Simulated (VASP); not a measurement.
A run of VASP 6.6.1:

Contents of INCAR:

```
SYSTEM = SnO
PREC = Accurate
ENCUT = 520
EDIFF = 1E-6
ISMEAR = 0
SIGMA = 0.15
LREAL = .FALSE.
LASPH = .TRUE.
NELM = 60
ALGO = Fast
ISIF = 2
LWAVE = .FALSE.
LCHARG = .TRUE.
GGA = PE
IVDW = 12
LELF = .TRUE.
LVHAR = .TRUE.
NBANDS = 28
```

Contents of KPOINTS:

```
Automatic mesh
0
G
  12 12 10
  0 0 0
```

POSCAR

```
SnO
1.0
    3.8020000000      0.0000000000      0.0000000000
    0.0000000000      3.8020000000      0.0000000000
    0.0000000000      0.0000000000      4.8360000000
Sn O
2 2
Direct
    0.0390563977      0.4609436023      0.2385000000
    0.5000000000      0.0000000000      0.7615000000
    0.0000000000      0.0000000000      0.0000000000
    0.5000000000      0.5000000000      0.0000000000
```

Potentials or basis: VASP PAW PBE potentials, release 64 (Sn_d, O).

Run with:

```console
$ cat potpaw_PBE.64/Sn_d/POTCAR potpaw_PBE.64/O/POTCAR > POTCAR
$ mpirun -np 1 vasp_std > vasp.out
```

Hardware: 1 thread of Oxide Virtual Turin-like Processor (shared host).

Problem. How long does it take, and how much memory?

Solution. Run time: 12 min on 1 thread of Oxide Virtual Turin-like Processor, with other jobs on the host, peak memory 0.63 GiB. Counts: scf iterations 15, k points 398.
